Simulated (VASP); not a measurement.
Here is a VASP 6.6.1 calculation.

Contents of INCAR:

```
PREC     = Accurate       # precision mode
ENCUT    = 520            # plane-wave cutoff, eV
EDIFF    = 1E-6           # SCF threshold, eV
ISMEAR   = 0              # smearing method
SIGMA    = 0.2            # smearing width, eV
LREAL    = F              # projectors in reciprocal space
LASPH    = T              # aspherical terms in the spheres
NELM     = 80             # most SCF steps
ALGO     = Normal         # electronic algorithm
ISIF     = 2              # what is computed and relaxed
LWAVE    = F              # write WAVECAR
LCHARG   = F              # write CHGCAR
GGA      = PE             # functional
NBANDS   = 38             # bands
```

The input KPOINTS:

```
Automatic mesh
0
Gamma
  4 4 2
```

Contents of POSCAR:

```
CaTaO6
1.0
    4.4563689878      0.0000000000      0.0000000000
    0.0000000000      4.4563689878      0.0000000000
    0.0000000000      0.0000000000      4.9516111050
Ca Ta O
1 1 6
Direct
    0.5000000000      0.5000000000      0.5000000000
    0.0000000000      0.0000000000      0.0000000000
    0.1541793536      0.5000000000      0.0000000000
    0.8458206464      0.5000000000      0.0000000000
    0.5000000000      0.1541793536      0.0000000000
    0.5000000000      0.8458206464      0.0000000000
    0.0000000000      0.5000000000      0.5000000000
    0.5000000000      0.0000000000      0.5000000000
```

Potentials or basis: VASP PAW PBE potentials, release 64 (Ca_sv, Ta_pv, O).

Launch:

```sh
$ cat potpaw_PBE.64/Ca_sv/POTCAR potpaw_PBE.64/Ta_pv/POTCAR potpaw_PBE.64/O/POTCAR > POTCAR
$ mpirun -np 1 vasp_std > vasp.out
```

Problem. Predict the band gap on the k mesh.

Solution. Zero (an odd number of electrons rules out a gap without spin polarisation).

Problem. What does it give for the largest force?

Solution. 0.453 eV/Å.

Problem. Estimate the pressure.

Solution. 1.1 GPa.

Forces on the atoms (eV/Å):
```
Ca   0.000  0.000  0.000
Ta   0.000  0.000  0.000
O    0.453  0.000  0.000
O   -0.453  0.000  0.000
O    0.000  0.453  0.000
O    0.000 -0.453  0.000
O    0.000  0.000  0.000
O    0.000  0.000  0.000
```

Caveat: the k points lie up to 0.63 Å⁻¹ apart, too coarse for converged energies and pressures of a metal; spin-orbit coupling is left out, which moves the levels of the heavy elements; an odd number of electrons without spin polarisation forces a metal; a magnetic or distorted state may lie lower.
